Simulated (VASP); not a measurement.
# BiIr (rocksalt type) in VASP: a series of runs, part 2 of 2

VASP 6.6.1. Earlier steps stand in the parts before.

## (3) Relaxation of cell and atoms, PBE

This run uses another cell than the first one, of 23.00 Å³/atom.

Contents of INCAR:

```
SYSTEM = BiIr
PREC     = Accurate       ! precision mode
ENCUT    = 600            ! plane-wave cutoff, eV
EDIFF    = 1E-7           ! SCF threshold, eV
ISMEAR   = -1             ! smearing method
SIGMA    = 0.08           ! smearing width, eV
LREAL    = .FALSE.        ! projectors in reciprocal space
LASPH    = .TRUE.         ! aspherical terms in the spheres
NELM     = 60             ! most SCF steps
ALGO     = Normal         ! electronic algorithm
ISIF     = 3              ! what is computed and relaxed
LWAVE    = .FALSE.        ! write WAVECAR
LCHARG   = .FALSE.        ! write CHGCAR
GGA      = PE             ! functional
IBRION   = 2              ! ionic algorithm
NSW      = 100            ! ionic steps
EDIFFG   = -0.005         ! ionic threshold
```

Contents of KPOINTS:

```
regular mesh
0
G
  12 12 12
  0 0 0
```

Contents of POSCAR:

```
BiIr
1.0
    0.0000000000      2.8437391937      2.8437391937
    2.8437391937      0.0000000000      2.8437391937
    2.8437391937      2.8437391937      0.0000000000
Ir Bi
1 1
Direct
    0.0000000000      0.0000000000      0.0000000000
    0.5000000000      0.5000000000      0.5000000000
```

Potentials or basis: VASP PAW PBE potentials, release 64 (Ir, Bi_d).

Launch:

```console
cat potpaw_PBE.64/Ir/POTCAR potpaw_PBE.64/Bi_d/POTCAR > POTCAR
mpirun -np 1 vasp_std > vasp.out
```

OUTCAR:

```text
SYSTEM = BiIr
   PREC = Accurate
   ENCUT = 600
   EDIFF = 1E-7
   ISMEAR = -1
   LREAL = .FALSE.
   LASPH = .TRUE.
   NELM = 60
   ISIF = 3
   GGA = PE
   IBRION = 2
   NSW = 100
   EDIFFG = -0.005

 ion  position               nearest neighbor table
   1  0.000  0.000  0.000-   2 2.84   2 2.84   2 2.84   2 2.84   2 2.84   2 2.84
   2  0.500  0.500  0.500-   1 2.84   1 2.84   1 2.84   1 2.84   1 2.84   1 2.84

  LATTYP: Found a face centered cubic cell.
 ALAT       =     5.6874783874

  Lattice vectors:

 A1 = (   0.0000000000,   2.8437391937,   2.8437391937)
 A2 = (   2.8437391937,   0.0000000000,   2.8437391937)
 A3 = (   2.8437391937,   2.8437391937,   0.0000000000)

Analysis of symmetry for initial positions (statically):
=====================================================================
 Subroutine PRICEL returns:
 Original cell was already a primitive cell.

 Routine SETGRP: Setting up the symmetry group for a
 face centered cubic supercell.

 Subroutine GETGRP returns: Found 48 space group operations
 (whereof 48 operations were pure point group operations)
[... 167 lines left out ...]

  FORCE on cell =-STRESS in cart. coord.  units (eV):
  Direction    XX          YY          ZZ          XY          YZ          ZX
  --------------------------------------------------------------------------------------
  -------------------------------------------------------------------------------------
  Total       -0.9892578     -0.9892578     -0.9892578     -0.0000000      0.0000000      0.0000000
  in kB      -34.4604355    -34.4604355    -34.4604355     -0.0000000      0.0000000      0.0000000
  external PRESSURE =     -34.4604355 kB  Pullay stress =       0.0000000 kB
[... 59 lines left out ...]
--------------------------------------- Ionic step        3  -------------------------------------------

 number of electron      24.0000003 magnetization

 Free energy of the ion-electron system (eV)
  ---------------------------------------------------
  ext. energy  EPLUGINS =         0.00000000
  ---------------------------------------------------
  free energy    TOTEN  =       -11.71420232 eV

  energy without entropy =      -11.68845816  energy(sigma->0) =      -11.70133024

 E-fermi :   8.0313     XC(G=0): -11.5308

 val. band max:        7.9945879764   @ k =   0.4167   0.3333   0.0833
 cond. band min:       8.0417611026   @ k =  -0.3333   0.3333   0.0000
 fundamental gap:      0.0471731262
 Fermi energy:         8.0313249911

 k-point     1 :       0.0000    0.0000    0.0000
  band No.  band energies     occupation
      1     -14.6500      2.00000
      2     -14.6500      2.00000
      3     -14.5940      2.00000
      4     -14.5940      2.00000
      5     -14.5940      2.00000
      6      -4.7910      2.00000
[... 433 lines left out ...]
      3     -14.5757      2.00000
      4     -14.5598      2.00000
      5     -14.5531      2.00000
      6      -2.6805      2.00000
[... 8 lines left out ...]
     15      13.0139      0.00000
     16      16.1877      0.00000

 [... further k-points ...]
[... 5 lines left out ...]
  --------------------------------------------------------------------------------------
  -------------------------------------------------------------------------------------
  Total       -0.0086792     -0.0086792     -0.0086792      0.0000000      0.0000000     -0.0000000
  in kB       -0.3119508     -0.3119508     -0.3119508      0.0000000      0.0000000     -0.0000000
  external PRESSURE =      -0.3119508 kB  Pullay stress =       0.0000000 kB
[... 17 lines left out ...]
  FREE ENERGIE OF THE ION-ELECTRON SYSTEM (eV)
  ---------------------------------------------------
  free  energy   TOTEN  =       -11.7142023207 eV

  energy  without entropy=      -11.6884581552  energy(sigma->0) =      -11.70133024

 reached required accuracy - stopping structural energy minimisation
```

CONTCAR:

```text
BiIr
   1.00000000000000
    -0.0000000000000000    2.8142171565543426    2.8142171565543426
     2.8142171565543426   -0.0000000000000000    2.8142171565543426
     2.8142171565543426    2.8142171565543426   -0.0000000000000000
  Ir              Bi
     1     1
Direct
     0.0000000000000000    0.0000000000000000    0.0000000000000000
     0.5000000000000000    0.5000000000000000    0.5000000000000000

  0.00000000E+00  0.00000000E+00  0.00000000E+00
  0.00000000E+00  0.00000000E+00  0.00000000E+00
```

It took 45 s on 1 thread of Intel Xeon 6975P-C (Granite Rapids), shared host; peak memory 0.24 GiB.

What came out:

- Free energy: -11.7142 eV
- Relaxed volume: 22.29 Å³/atom
- Relaxed cell: a = 3.980 Å, b = 3.980 Å, c = 3.980 Å, α = 60.00°, β = 60.00°, γ = 60.00°
- Space group after relaxing (to 0.1 Å): Fm-3m (No. 225)
- Energy gained by relaxing: 7.9 meV/atom
- Ionic steps: 3
- Pressure after relaxing: 0.0 GPa
- Band gap on the k mesh: zero (bands 12 and 13 overlap by 2.71 eV)

The path:
| step | energy change (eV) | largest force (eV/Å) | pressure (GPa) | volume (Å³) |
| --- | --- | --- | --- | --- |
| 1 | 0.0000 | 0.0000 | -3.45 | 45.99 |
| 2 | 0.0127 | 0.0000 | 5.35 | 42.78 |
| 3 | -0.0158 | 0.0000 | -0.03 | 44.58 |

Final structure:
```xyz
2
Lattice="0.0000 2.8142 2.8142 2.8142 0.0000 2.8142 2.8142 2.8142 0.0000" Properties=species:S:1:pos:R:3 pbc="T T T"
Ir    0.0000    0.0000    0.0000
Bi    2.8142    2.8142    2.8142
```

Levels at points of the mesh, in eV from the Fermi level:
```tsv
k point	band 9	band 10	band 11	band 12	band 13	band 14	band 15	band 16
(0.00, 0.00, 0.00)	-1.85	-1.59	-1.59	1.95	1.95	1.95	3.62	7.76
(0.50, 0.00, 0.00)	-3.58	-1.14	-1.14	-0.82	4.32	5.77	5.77	6.63
(0.50, 0.50, 0.00)	-1.21	-0.86	-0.86	-0.76	-0.76	-0.28	1.44	8.46
```

Caveat: spin-orbit coupling is left out, which moves the levels of the heavy elements.

The gap in the log of VASP goes by the Fermi energy; the results here count the filled bands.